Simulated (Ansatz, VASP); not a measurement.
PbF2: VASP beside Ansatz

```xyz
3
Lattice="0.0000 2.9236 2.9236 2.9236 0.0000 2.9236 2.9236 2.9236 0.0000" Properties=species:S:1:pos:R:3 pbc="T T T"
Pb    0.0000    0.0000    0.0000
F     4.3854    4.3854    4.3854
F     1.4618    1.4618    1.4618
```

Alike in both runs: task single point; functional LDA; k mesh 7 × 7 × 7; occupations fermi-dirac, width 0.05 eV; no spin polarisation.

|  | VASP | Ansatz |
| --- | --- | --- |
| version | VASP 6.6.1 | Ansatz 0.2.0 |
| potentials or method | VASP PAW LDA potentials, release 64 (Pb_d, F) | Ansatz PAW |
| plane-wave cutoff (eV) | 600 | 420 |
| valence electrons in the cell | 28 | 28 |

Ansatz gave:

```
gap on the k mesh at the Fermi level (eV) : 4.28
least direct gap on the mesh (eV)         : 4.52
pressure (GPa)                            : -1.6
```

Which values does VASP return?

gap on the k mesh at the Fermi level (eV): 4.24; least direct gap on the mesh (eV): 4.48; pressure (GPa): -1.6.

LDA's correlation is that of Perdew and Zunger in VASP and of Perdew and Wang (1992) in Ansatz.

Spin-orbit coupling is off throughout. Noted on Ansatz's run: odd divisions of the mesh miss points on the zone boundary, where band edges often lie, so the gap on the mesh can be too wide.
